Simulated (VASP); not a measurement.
# Al in VASP: a series of runs

Al is run at these levels: PBEsol, LDA; tasks: single point.

Program: VASP 6.6.1. These are calculated values, not measurements. Logs are shortened: lines on timing, memory, paths and dates and some standing lists are left out, and cuts for length are marked.

## (1) The cell of the first run

The cell holds a slab with vacuum, 5 atoms: a = 4.014 Å, b = 2.839 Å, c = 21.677 Å, α = 90.00°, β = 90.00°, γ = 90.00°.

## (2) Single point, PBEsol

Input file INCAR:

```
SYSTEM = Al
PREC = Accurate ; ENCUT = 520
EDIFF = 1E-7 ; ISMEAR = 1
SIGMA = 0.1 ; LREAL = .FALSE.
LASPH = .TRUE. ; NELM = 80
ALGO = Normal ; ISIF = 2
LWAVE = .FALSE. ; LCHARG = .FALSE.
LDIPOL = .TRUE. ; IDIPOL = 3
DIPOL = 0.5 0.5 0.500 ; GGA = PS
NBANDS = 16
```

Input file KPOINTS:

```
Automatic mesh
0
G
  8 12 1
  0 0 0
```

Input file POSCAR:

```
Al
1.0
    4.0144529650      0.0000000000      0.0000000000
    0.0000000000      2.8386469140      0.0000000000
    0.0000000000      0.0000000000     21.6772938280
Al
5
Direct
    0.0000000000      0.0000000000      0.3690497561
    0.5000000000      0.5000000000      0.4345248780
    0.0000000000      0.0000000000      0.5000000000
    0.5000000000      0.5000000000      0.5654751220
    0.0000000000      0.0000000000      0.6309502439
```

Potentials or basis: VASP PAW PBE potentials, release 64 (Al).

Command:

```console
> cat potpaw_PBE.64/Al/POTCAR > POTCAR
> mpirun -np 1 vasp_std > vasp.out
```

OUTCAR:

```text
SYSTEM = Al
   PREC = Accurate
   ENCUT = 520
   EDIFF = 1E-7
   ISMEAR = 1
   LREAL = .FALSE.
   LASPH = .TRUE.
   NELM = 80
   ISIF = 2
   GGA = PS

 ion  position               nearest neighbor table
   1  0.000  0.000  0.369-   2 2.84   2 2.84   2 2.84   2 2.84   3 2.84
   2  0.500  0.500  0.435-   1 2.84   1 2.84   1 2.84   1 2.84   3 2.84   3 2.84   3 2.84   3 2.84
                             4 2.84
   3  0.000  0.000  0.500-   1 2.84   5 2.84   4 2.84   2 2.84   2 2.84   4 2.84   2 2.84   4 2.84
                             2 2.84   4 2.84
   4  0.500  0.500  0.565-   5 2.84   5 2.84   5 2.84   5 2.84   3 2.84   3 2.84   3 2.84   3 2.84
                             2 2.84
   5  0.000  0.000  0.631-   4 2.84   4 2.84   4 2.84   4 2.84   3 2.84

  LATTYP: Found a simple orthorhombic cell.
 ALAT       =     2.8386469140
 B/A-ratio  =     1.4142135625
 C/A-ratio  =     7.6364882582

  Lattice vectors:

 A1 = (   0.0000000000,  -2.8386469140,   0.0000000000)
 A2 = (   4.0144529650,   0.0000000000,   0.0000000000)
 A3 = (   0.0000000000,   0.0000000000,  21.6772938280)

Analysis of symmetry for initial positions (statically):
=====================================================================
 Subroutine PRICEL returns:
 Original cell was already a primitive cell.

 Routine SETGRP: Setting up the symmetry group for a
 simple orthorhombic supercell.

 Subroutine GETGRP returns: Found  8 space group operations
 (whereof  8 operations were pure point group operations)
 out of a pool of  8 trial point group operations.

The static configuration has the point symmetry D_2h.

Analysis of symmetry for dynamics (positions and initial velocities):
=====================================================================
 Subroutine PRICEL returns:
 Original cell was already a primitive cell.

 Routine SETGRP: Setting up the symmetry group for a
 simple orthorhombic supercell.

 Subroutine GETGRP returns: Found  8 space group operations
 (whereof  8 operations were pure point group operations)
 out of a pool of  8 trial point group operations.

The dynamic configuration has the point symmetry D_2h.

 Subroutine INISYM returns: Found  8 space group operations
 (whereof  8 operations are pure point group operations),
 and found     1 'primitive' translations

----------------------------------------------------------------------------------------

                                     Primitive cell

  volume of cell :     247.0261

  direct lattice vectors                    reciprocal lattice vectors
     4.014452965  0.000000000  0.000000000     0.249099942  0.000000000  0.000000000
     0.000000000  2.838646914  0.000000000     0.000000000  0.352280516  0.000000000
     0.000000000  0.000000000 21.677293828     0.000000000  0.000000000  0.046131220

  length of vectors
     4.014452965  2.838646914 21.677293828     0.249099942  0.352280516  0.046131220

  position of ions in fractional coordinates (direct lattice)
     0.000000000  0.000000000  0.369049756
     0.500000000  0.500000000  0.434524878
     0.000000000  0.000000000  0.500000000
     0.500000000  0.500000000  0.565475122
     0.000000000  0.000000000  0.630950244

  ion indices of the primitive-cell ions
   primitive index   ion index
                 1           1
                 2           2
                 3           3
                 4           4
                 5           5

----------------------------------------------------------------------------------------

 KPOINTS: Automatic mesh

Automatic generation of k-mesh.
 Grid dimensions read from file:
 generate k-points for:    8   12    1

 Generating k-lattice:

  Cartesian coordinates                     Fractional coordinates (reciprocal lattice)
     0.031137493  0.000000000  0.000000000     0.125000000  0.000000000  0.000000000
     0.000000000  0.029356710  0.000000000     0.000000000  0.083333333  0.000000000
     0.000000000  0.000000000  0.046131220     0.000000000  0.000000000  1.000000000

  Length of vectors
     0.031137493  0.029356710  0.046131220

  Shift w.r.t. Gamma in fractional coordinates (k-lattice)
     0.000000000  0.000000000  0.000000000

 Subroutine IBZKPT returns following result:
 ===========================================

 Found     35 irreducible k-points:

 Following reciprocal coordinates:
            Coordinates               Weight
  0.000000  0.000000  0.000000      1.000000
  0.125000  0.000000  0.000000      2.000000
  0.250000  0.000000  0.000000      2.000000
  0.375000  0.000000  0.000000      2.000000
  0.500000  0.000000  0.000000      1.000000
  0.000000  0.083333  0.000000      2.000000
[... 16 lines left out ...]
  0.250000  0.333333  0.000000      4.000000
  0.375000  0.333333  0.000000      4.000000
 [... further k-points ...]
   k-points           NKPTS =     35   k-points in BZ     NKDIM =     35   number of bands    NBANDS=     16
   number of dos      NEDOS =    301   number of ions     NIONS =      5
   total plane-waves  NPLWV = 116640
   dimension x,y,z NGX =    30 NGY =   24 NGZ =  162
   dimension x,y,z NGXF=    60 NGYF=   48 NGZF=  324
   ions per type =               5
   NGX,Y,Z   is equivalent  to a cutoff of  12.42, 14.06, 12.42 a.u.
   NGXF,Y,Z  is equivalent  to a cutoff of  24.85, 28.11, 24.85 a.u.
 SYSTEM =  Al
   PREC   = accura    normal or accurate (medium, high low for compatibility)
   ISTART =      0    job   : 0-new  1-cont  2-samecut
   ICHARG =      2    charge: 1-file 2-atom 10-const
   ISPIN  =      1    spin polarized calculation?
   LNONCOLLINEAR =      F non collinear calculations
   LSORBIT =      F    spin-orbit coupling
   LASPH  =      T    aspherical Exc in radial PAW
   ENCUT  =  520.0 eV  38.22 Ry    6.18 a.u.   7.46  5.28 40.31*2*pi/ulx,y,z
   NELM   =     80;   NELMIN=  2; NELMDL= -5     # of ELM steps
   EDIFF  = 0.1E-06   stopping-criterion for ELM
   LREAL  =      F    real-space projection
   EDIFFG = 0.1E-05   stopping-criterion for IOM
   NSW    =      0    number of steps for IOM
   IBRION =     -1    ionic relax: 0-MD 1-quasi-New 2-CG
   NFREE  =      0    steps in history (QN), initial steepest desc. (CG)
   ISIF   =      2    stress and relaxation
   ISYM   =      2    0-nonsym 1-usesym 2-fastsym
   POTIM  = 0.5000    time-step for ionic-motion
   TEBEG  =    0.0;   TEEND  =   0.0 temperature during run
   PSTRESS=    0.0 pullay stress
   NELECT =      15.0000    total number of electrons
   NUPDOWN=      -1.0000    fix difference up-down
   EMIN   =  10.00;   EMAX   =-10.00  energy-range for DOS
   EFERMI =   0.00;   METHOD = LEGACY
   ISMEAR =     1;   SIGMA  =   0.10  broadening in eV -4-tet -1-fermi 0-gaus
   EFERMI_NEDOS =   21; number of points for ismear=-14 and -15
   IALGO  =     38    algorithm
   IMIX   =      4    mixing-type and parameters
     AMIX     =   0.40;   BMIX     =  1.00
     AMIX_MAG =   1.60;   BMIX_MAG =  1.00
  volume/ion in A,a.u.               =      49.41       333.40
  Fermi-wavevector in a.u.,A,eV,Ry     =   0.643464  1.215971  5.633438  0.414046
  Thomas-Fermi vector in A             =   1.710472
   LORBIT       =      0    0 simple, 1 ext, 2 COOP (PROOUT), +10 PAW based schemes
   GGA     = PS    functional components
   LHFCALC =     F    Hartree Fock is set to
   AEXX    =    0.0000 exact exchange contribution
   IVDW    =     0    specifies the selected vdW correction
   LEPSILON=     F    determine dielectric tensor
   LRPA    =     F    only Hartree local field effects (RPA)
 non-spin polarized calculation
 Methfessel and Paxton  Order N= 1 SIGMA  =   0.10
  energy-cutoff  :      520.00
  volume of cell :      247.03
 maximum number of plane-waves:      6698
 NGX is ok and might be reduce to    30
   NGX = 15   NGY = 11   NGZ = 81

 number of electron      15.0000000 magnetization

 dipolmoment           0.000000      0.000000      0.000000 electrons x Angstroem

 Free energy of the ion-electron system (eV)
  ---------------------------------------------------
  ext. energy  EPLUGINS =         0.00000000
  ---------------------------------------------------
  free energy    TOTEN  =       -18.85865129 eV

  energy without entropy =      -18.85951882  energy(sigma->0) =      -18.85894047

 E-fermi :   0.0951     XC(G=0):  -4.3507

 val. band max:        0.0931540135   @ k =   0.5000   0.0833   0.0000
 cond. band min:       0.1051315531   @ k =   0.2500   0.4167   0.0000
 fundamental gap:      0.0119775396
 Fermi energy:         0.0951262472

 k-point     1 :       0.0000    0.0000    0.0000
  band No.  band energies     occupation
      1     -10.6023      2.00000
      2      -8.8239      2.00000
      3      -6.2801      2.00000
      4      -3.4635      2.00000
      5      -2.3486      2.00000
      6      -0.9195      2.00000
[... 8 lines left out ...]
     15       4.7417      0.00000
     16       4.8812      0.00000

 k-point     2 :       0.1250    0.0000    0.0000
  band No.  band energies     occupation
      1     -10.4597      2.00000
      2      -8.6847      2.00000
      3      -6.1532      2.00000
      4      -3.7849      2.00000
      5      -3.3789      2.00000
      6      -1.9941      2.00000
[... 8 lines left out ...]
     15       4.7887      0.00000
     16       5.2985      0.00000

 k-point     3 :       0.2500    0.0000    0.0000
  band No.  band energies     occupation
      1     -10.0331      2.00000
      2      -8.2696      2.00000
      3      -5.8870      2.00000
      4      -5.3957      2.00000
      5      -3.8947      2.00000
      6      -2.8187      2.00000
[... 8 lines left out ...]
     15       5.1945      0.00000
     16       5.2646      0.00000
[... 362 lines left out ...]
 k-point    23 :       0.2500    0.3333    0.0000
  band No.  band energies     occupation
      1      -8.0225      2.00000
      2      -6.2777      2.00000
      3      -3.9244      2.00000
      4      -3.4775      2.00000
      5      -2.1156      2.00000
      6      -2.0170      2.00000
[... 8 lines left out ...]
     15       4.6487      0.00000
     16       5.1617      0.00000

 k-point    24 :       0.3750    0.3333    0.0000
  band No.  band energies     occupation
      1      -7.3260      2.00000
      2      -5.6118      2.00000
      3      -5.1243      2.00000
      4      -3.3490      2.00000
      5      -3.1307      2.00000
      6      -1.4899      2.00000
[... 8 lines left out ...]
     15       4.8328      0.00000
     16       4.9283      0.00000

 [... further k-points ...]

------------------------ aborting loop because EDIFF is reached ----------------------------------------

 vacuum level on the upper side and lower side of the slab       (xc-potential included)        -0.089        -0.089

  FORCE on cell =-STRESS in cart. coord.  units (eV):
  Direction    XX          YY          ZZ          XY          YZ          ZX
  --------------------------------------------------------------------------------------
  -------------------------------------------------------------------------------------
  Total       -1.8241500     -1.2199273     -1.1437734      0.0000000      0.0000000      0.0000000
  in kB      -11.8311868     -7.9122813     -7.4183578      0.0000000      0.0000000      0.0000000
  external PRESSURE =      -9.0539420 kB  Pullay stress =       0.0000000 kB

 VOLUME and BASIS-vectors are now :
 -----------------------------------------------------------------------------
  energy-cutoff  :      520.00
  volume of cell :      247.03
      direct lattice vectors                 reciprocal lattice vectors
     4.014452965  0.000000000  0.000000000     0.249099942  0.000000000  0.000000000
     0.000000000  2.838646914  0.000000000     0.000000000  0.352280516  0.000000000
     0.000000000  0.000000000 21.677293828     0.000000000  0.000000000  0.046131220

 POSITION                                       TOTAL-FORCE (eV/Angst)
 -----------------------------------------------------------------------------------
      0.00000      0.00000      8.00000        -0.000000      0.000000      0.282262
      2.00723      1.41932      9.41932         0.000000      0.000000     -0.162817
      0.00000      0.00000     10.83865         0.000000      0.000000      0.000000
      2.00723      1.41932     12.25797         0.000000      0.000000      0.162817
      0.00000      0.00000     13.67729         0.000000      0.000000     -0.282262
 -----------------------------------------------------------------------------------
    total drift:                               -0.000000      0.000000      0.000000

  FREE ENERGIE OF THE ION-ELECTRON SYSTEM (eV)
  ---------------------------------------------------
  free  energy   TOTEN  =       -18.8586512918 eV

  energy  without entropy=      -18.8595188213  energy(sigma->0) =      -18.85894047

 vacuum level on the upper side and lower side of the slab         3.993         3.993
```

It took 4.1 min on 1 thread of Intel Xeon 6975P-C, shared host; peak memory 0.36 GiB.

What came out:

| Quantity | Value |
| --- | --- |
| Free energy | -18.8587 eV |
| Largest force | 0.282 eV/Å |

Forces on the atoms (eV/Å):
```
Al   0.000  0.000  0.282
Al   0.000  0.000 -0.163
Al   0.000  0.000  0.000
Al   0.000  0.000  0.163
Al   0.000  0.000 -0.282
```

Caveat: the PAW data sets were made with another functional, which shifts forces and pressure a little.

(Continued in part 2 of 2.)
